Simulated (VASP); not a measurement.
# ZnS (R3m) in VASP: single point with HSE06

Aim: the single point of ZnS with HSE06.

All numbers are computed with VASP 6.6.1; they aren't measurements. Logs are shortened: lines on timing, memory, paths and dates and some standing lists are left out, and cuts for length are marked.

### 1 The cell of the first run

It takes space group R3m (No. 160, trigonal). The conventional cell has a = 3.829 Å, b = 3.829 Å, c = 9.306 Å, α = 90.00°, β = 90.00°, γ = 120.00°. Zn (site symmetry 3m) has 4 S at 2.34 Å within 3.1 Å. S (site symmetry 3m) has 4 Zn at 2.34 Å within 3.1 Å.

### 2 Single point, HSE06 (epitaxial 111 strain +0.5%)

POSCAR

```
ZnS
1.0
   -0.0140677160      2.6934885457      2.6934885457
    2.6934885457     -0.0140677160      2.6934885457
    2.6934885457      2.6934885457     -0.0140677160
Zn S
1 1
Direct
   -0.0004546518     -0.0004546518     -0.0004546518
    0.2504546518      0.2504546518      0.2504546518
```

INCAR.step1

```
PREC = Accurate
ENCUT = 520
EDIFF = 1E-5
ISMEAR = 0
SIGMA = 0.01
LREAL = False
LASPH = True
NELM = 80
ALGO = Normal
ISIF = 2
LWAVE = True
LCHARG = False
NBANDS = 16
GGA = PE
```

INCAR.step2

```
PREC = Accurate
ENCUT = 520
EDIFF = 1E-6
ISMEAR = 0
SIGMA = 0.01
LREAL = False
LASPH = True
NELM = 80
ALGO = Normal
ISIF = 2
LWAVE = False
LCHARG = False
GGA = PE
LHFCALC = True
HFSCREEN = 0.2079
PRECFOCK = Normal
NBANDS = 16
ISTART = 1
```

KPOINTS

```
Automatic mesh
0
Gamma
  6 6 6
```

Potentials or basis: VASP PAW PBE potentials, release 64 (Zn, S).

Started as:

```console
$ cat potpaw_PBE.64/Zn/POTCAR potpaw_PBE.64/S/POTCAR > POTCAR
$ cp INCAR.step1 INCAR
$ mpirun -np 1 vasp_std > vasp.out
$ cp INCAR.step2 INCAR
$ mpirun -np 1 vasp_std > vasp.out
```

OUTCAR:

```text
PREC = Accurate
   ENCUT = 520
   EDIFF = 1E-6
   ISMEAR = 0
   LREAL = False
   LASPH = True
   NELM = 80
   ISIF = 2
   GGA = PE
   LHFCALC = True
   HFSCREEN = 0.2079
   PRECFOCK = Normal
   ISTART = 1

 ion  position               nearest neighbor table
   1  1.000  1.000  1.000-   2 2.34   2 2.34   2 2.34   2 2.34
   2  0.250  0.250  0.250-   1 2.34   1 2.34   1 2.34   1 2.34

  LATTYP: Found a trigonal (rhomboedric) cell.
 ALAT       =     3.8091940082
 COS(alpha) =     0.4947703909

  Lattice vectors:

 A1 = (  -0.0140677160,   2.6934885457,   2.6934885457)
 A2 = (   2.6934885457,  -0.0140677160,   2.6934885457)
 A3 = (   2.6934885457,   2.6934885457,  -0.0140677160)

Analysis of symmetry for initial positions (statically):
=====================================================================
 Subroutine PRICEL returns:
 Original cell was already a primitive cell.

 Routine SETGRP: Setting up the symmetry group for a
 trigonal (rhombohedral) supercell.

 Subroutine GETGRP returns: Found  6 space group operations
 (whereof  6 operations were pure point group operations)
 out of a pool of 12 trial point group operations.

The static configuration has the point symmetry C_3v.

Analysis of symmetry for dynamics (positions and initial velocities):
=====================================================================
 Subroutine PRICEL returns:
 Original cell was already a primitive cell.

 Routine SETGRP: Setting up the symmetry group for a
 trigonal (rhombohedral) supercell.

 Subroutine GETGRP returns: Found  6 space group operations
 (whereof  6 operations were pure point group operations)
 out of a pool of 12 trial point group operations.

The dynamic configuration has the point symmetry C_3v.

 Subroutine INISYM returns: Found  6 space group operations
 (whereof  6 operations are pure point group operations),
 and found     1 'primitive' translations

----------------------------------------------------------------------------------------

                                     Primitive cell

  volume of cell :      39.3881

  direct lattice vectors                    reciprocal lattice vectors
    -0.014067716  2.693488546  2.693488546    -0.184184858  0.185151881  0.185151881
     2.693488546 -0.014067716  2.693488546     0.185151881 -0.184184858  0.185151881
     2.693488546  2.693488546 -0.014067716     0.185151881  0.185151881 -0.184184858

  length of vectors
     3.809194008  3.809194008  3.809194008     0.320135127  0.320135127  0.320135127

  position of ions in fractional coordinates (direct lattice)
     0.999545348  0.999545348  0.999545348
     0.250454652  0.250454652  0.250454652

  ion indices of the primitive-cell ions
   primitive index   ion index
                 1           1
                 2           2

----------------------------------------------------------------------------------------

 KPOINTS: Automatic mesh

Automatic generation of k-mesh.
 Grid dimensions read from file:
 generate k-points for:    6    6    6

 Generating k-lattice:

  Cartesian coordinates                     Fractional coordinates (reciprocal lattice)
    -0.030697476  0.030858647  0.030858647     0.166666667 -0.000000000 -0.000000000
     0.030858647 -0.030697476  0.030858647    -0.000000000  0.166666667 -0.000000000
     0.030858647  0.030858647 -0.030697476    -0.000000000 -0.000000000  0.166666667

  Length of vectors
     0.053355855  0.053355855  0.053355855

  Shift w.r.t. Gamma in fractional coordinates (k-lattice)
     0.000000000  0.000000000  0.000000000

 Subroutine IBZKPT returns following result:
 ===========================================

 Found     32 irreducible k-points:

 Following reciprocal coordinates:
            Coordinates               Weight
  0.000000  0.000000  0.000000      1.000000
  0.166667  0.000000 -0.000000      6.000000
  0.333333 -0.000000 -0.000000      6.000000
  0.500000 -0.000000 -0.000000      3.000000
  0.166667  0.166667 -0.000000      6.000000
  0.333333  0.166667 -0.000000     12.000000
[... 16 lines left out ...]
  0.500000  0.500000  0.166667      6.000000
 -0.333333  0.500000  0.166667     12.000000
 [... further k-points ...]
   k-points           NKPTS =     32   k-points in BZ     NKDIM =    216   number of bands    NBANDS=     16
   number of dos      NEDOS =    301   number of ions     NIONS =      2
   total plane-waves  NPLWV =  21952
   dimension x,y,z NGX =    28 NGY =   28 NGZ =   28
   dimension x,y,z NGXF=    56 NGYF=   56 NGZF=   56
   ions per type =               1   1
   NGX,Y,Z   is equivalent  to a cutoff of  12.22, 12.22, 12.22 a.u.
   NGXF,Y,Z  is equivalent  to a cutoff of  24.44, 24.44, 24.44 a.u.
 SYSTEM =  unknown system
   PREC   = accura    normal or accurate (medium, high low for compatibility)
   ISTART =      1    job   : 0-new  1-cont  2-samecut
   ICHARG =      0    charge: 1-file 2-atom 10-const
   ISPIN  =      1    spin polarized calculation?
   LNONCOLLINEAR =      F non collinear calculations
   LSORBIT =      F    spin-orbit coupling
   LASPH  =      T    aspherical Exc in radial PAW
   ENCUT  =  520.0 eV  38.22 Ry    6.18 a.u.   7.08  7.08  7.08*2*pi/ulx,y,z
   NELM   =     80;   NELMIN=  2; NELMDL=  0     # of ELM steps
   EDIFF  = 0.1E-05   stopping-criterion for ELM
   LREAL  =      F    real-space projection
   EDIFFG = 0.1E-04   stopping-criterion for IOM
   NSW    =      0    number of steps for IOM
   IBRION =     -1    ionic relax: 0-MD 1-quasi-New 2-CG
   NFREE  =      0    steps in history (QN), initial steepest desc. (CG)
   ISIF   =      2    stress and relaxation
   ISYM   =      3    0-nonsym 1-usesym 2-fastsym
   POTIM  = 0.5000    time-step for ionic-motion
   TEBEG  =    0.0;   TEEND  =   0.0 temperature during run
   PSTRESS=    0.0 pullay stress
   NELECT =      18.0000    total number of electrons
   NUPDOWN=      -1.0000    fix difference up-down
   EMIN   =  10.00;   EMAX   =-10.00  energy-range for DOS
   EFERMI =   0.00;   METHOD = LEGACY
   ISMEAR =     0;   SIGMA  =   0.01  broadening in eV -4-tet -1-fermi 0-gaus
   EFERMI_NEDOS =   21; number of points for ismear=-14 and -15
   IALGO  =     38    algorithm
   IMIX   =      1    mixing-type and parameters
     AMIX     =   0.40;   BMIX     =  1.00
     AMIX_MAG =   1.60;   BMIX_MAG =  1.00
  volume/ion in A,a.u.               =      19.69       132.90
  Fermi-wavevector in a.u.,A,eV,Ry     =   1.260988  2.382921 21.634486  1.590090
  Thomas-Fermi vector in A             =   2.394470
   LORBIT       =      0    0 simple, 1 ext, 2 COOP (PROOUT), +10 PAW based schemes
   GGA     = PE    functional components
   LHFCALC =     T    Hartree Fock is set to
   PRECFOCK=normal    Normal, Fast or Accurate (Low or Medium for compatibility)
   ENCUT4O =  -1.0   cutoff for four orbital integrals eV
   NKREDX  =     1    reduce k-point grid by
   NKREDY  =     1    reduce k-point grid by
   NKREDZ  =     1    reduce k-point grid by
   AEXX    =    0.2500 exact exchange contribution
   HFSCREEN=    0.2079 screening length (either q_TF or 0.3 A-1)
   HFSCREENC=   0.2079 screening length for correlation (either q_TF or 0.3 A-1)
   ENCUTFOCK=  -1.0 apply spherical cutoff to Coloumb kernel
   IVDW    =     0    specifies the selected vdW correction
   LEPSILON=     F    determine dielectric tensor
   LRPA    =     F    only Hartree local field effects (RPA)
 non-spin polarized calculation
 Gauss-broadening in eV      SIGMA  =   0.01
  energy-cutoff  :      520.00
  volume of cell :       39.39
 maximum number of plane-waves:      1070
  NGX = 24; NGY = 24; NGZ = 24

 number of electron      18.0000000 magnetization

 Free energy of the ion-electron system (eV)
  ---------------------------------------------------
  ext. energy  EPLUGINS =         0.00000000
  ---------------------------------------------------
  free energy    TOTEN  =        -8.37131903 eV

  energy without entropy =       -8.37131903  energy(sigma->0) =       -8.37131903

 E-fermi :   1.5366     XC(G=0):  -7.9783

 val. band max:        1.4271265058   @ k =   0.0000   0.0000   0.0000
 cond. band min:       4.7305605210   @ k =   0.0000   0.0000   0.0000
 fundamental gap:      3.3034340153
 Fermi energy:         1.5366078518

 k-point     1 :       0.0000    0.0000    0.0000
  band No.  band energies     occupation
      1     -12.9357      2.00000
      2      -6.4561      2.00000
      3      -6.4561      2.00000
      4      -6.4530      2.00000
      5      -6.0088      2.00000
      6      -6.0088      2.00000
[... 8 lines left out ...]
     15      14.5931      0.00000
     16      14.7936      0.00000

 k-point     2 :       0.1667    0.0000   -0.0000
  band No.  band energies     occupation
      1     -12.7181      2.00000
      2      -6.4228      2.00000
      3      -6.4216      2.00000
      4      -6.4160      2.00000
      5      -6.0109      2.00000
      6      -6.0102      2.00000
[... 8 lines left out ...]
     15      13.7515      0.00000
     16      15.5044      0.00000

 k-point     3 :       0.3333   -0.0000   -0.0000
  band No.  band energies     occupation
      1     -12.2290      2.00000
      2      -6.3671      2.00000
      3      -6.3666      2.00000
      4      -6.1810      2.00000
      5      -6.0004      2.00000
      6      -5.9982      2.00000
[... 8 lines left out ...]
     15      14.4689      0.00000
     16      14.6178      0.00000

 k-point     4 :       0.5000   -0.0000   -0.0000
  band No.  band energies     occupation
      1     -11.9499      2.00000
      2      -6.3471      2.00000
      3      -6.3469      2.00000
      4      -5.9853      2.00000
      5      -5.9826      2.00000
      6      -5.7748      2.00000
[... 8 lines left out ...]
     15      16.3298      0.00000
     16      16.4626      0.00000

 k-point     5 :       0.1667    0.1667   -0.0000
  band No.  band energies     occupation
      1     -12.6441      2.00000
      2      -6.4453      2.00000
      3      -6.3905      2.00000
      4      -6.3894      2.00000
      5      -6.0321      2.00000
      6      -5.9919      2.00000
[... 8 lines left out ...]
     15      14.9751      0.00000
     16      17.0122      0.00000

 k-point     6 :       0.3333    0.1667   -0.0000
  band No.  band energies     occupation
      1     -12.2407      2.00000
      2      -6.3806      2.00000
      3      -6.3248      2.00000
      4      -6.2727      2.00000
      5      -6.0184      2.00000
      6      -5.9776      2.00000
[... 8 lines left out ...]
     15      15.4698      0.00000
     16      16.8236      0.00000
[... 267 lines left out ...]
 k-point    21 :      -0.3333    0.3333    0.1667
  band No.  band energies     occupation
      1     -11.7007      2.00000
      2      -6.3016      2.00000
      3      -6.2485      2.00000
      4      -6.0569      2.00000
      5      -6.0064      2.00000
      6      -5.6366      2.00000
[... 8 lines left out ...]
     15      16.6676      0.00000
     16      17.4398      0.00000

 k-point    22 :      -0.1667    0.3333    0.1667
  band No.  band energies     occupation
      1     -11.8922      2.00000
      2      -6.3139      2.00000
      3      -6.2834      2.00000
      4      -6.1407      2.00000
      5      -5.9838      2.00000
      6      -5.8824      2.00000
[... 8 lines left out ...]
     15      16.9300      0.00000
     16      17.6299      0.00000

 k-point    23 :       0.5000    0.5000    0.1667
  band No.  band energies     occupation
      1     -11.7038      2.00000
      2      -6.3252      2.00000
      3      -6.1938      2.00000
      4      -6.1548      2.00000
      5      -5.9589      2.00000
      6      -5.7550      2.00000
[... 8 lines left out ...]
     15      16.7185      0.00000
     16      18.0252      0.00000

 k-point    24 :      -0.3333    0.5000    0.1667
  band No.  band energies     occupation
      1     -11.6127      2.00000
      2      -6.2996      2.00000
      3      -6.2005      2.00000
      4      -6.0982      2.00000
      5      -5.9839      2.00000
      6      -5.6045      2.00000
[... 8 lines left out ...]
     15      16.9997      0.00000
     16      17.8099      0.00000

 [... further k-points ...]

------------------------ aborting loop because EDIFF is reached ----------------------------------------

  FORCE on cell =-STRESS in cart. coord.  units (eV):
  Direction    XX          YY          ZZ          XY          YZ          ZX
  --------------------------------------------------------------------------------------
  -------------------------------------------------------------------------------------
  Total        0.2525867      0.2525867      0.2525867      0.0632297      0.0632297      0.0632297
  in kB       10.2744009     10.2744009     10.2744009      2.5719764      2.5719764      2.5719764
  external PRESSURE =      10.2744009 kB  Pullay stress =       0.0000000 kB

 VOLUME and BASIS-vectors are now :
 -----------------------------------------------------------------------------
  energy-cutoff  :      520.00
  volume of cell :       39.39
      direct lattice vectors                 reciprocal lattice vectors
    -0.014067716  2.693488546  2.693488546    -0.184184858  0.185151881  0.185151881
     2.693488546 -0.014067716  2.693488546     0.185151881 -0.184184858  0.185151881
     2.693488546  2.693488546 -0.014067716     0.185151881  0.185151881 -0.184184858

 POSITION                                       TOTAL-FORCE (eV/Angst)
 -----------------------------------------------------------------------------------
      5.37047      5.37047      5.37047        -0.001418     -0.001418     -0.001418
      1.34567      1.34567      1.34567         0.001418      0.001418      0.001418
 -----------------------------------------------------------------------------------
    total drift:                                0.000097      0.000091      0.000181

  FREE ENERGIE OF THE ION-ELECTRON SYSTEM (eV)
  ---------------------------------------------------
  free  energy   TOTEN  =        -8.3713190266 eV

  energy  without entropy=       -8.3713190266  energy(sigma->0) =       -8.37131903
```

Run time: 83 min. Hardware: 1 thread of Intel Xeon Platinum 8259CL at 2.50GHz (Skylake/Cascade Lake), shared host; peak memory 0.28 GiB.

What came out:

```yaml
Free_energy: -8.3713 eV
Pressure: 1.0 GPa
Band_gap_on_the_k_mesh: 3.30 eV
```

Forces in eV/Å, atoms in the order of the input:
```
Zn  -0.001 -0.001 -0.001
S    0.001  0.001  0.001
```

Caveat: the cell differs from its parent crystal (epitaxial 111 strain +0.5%); the PAW data sets were made with another functional, which shifts forces and pressure a little.
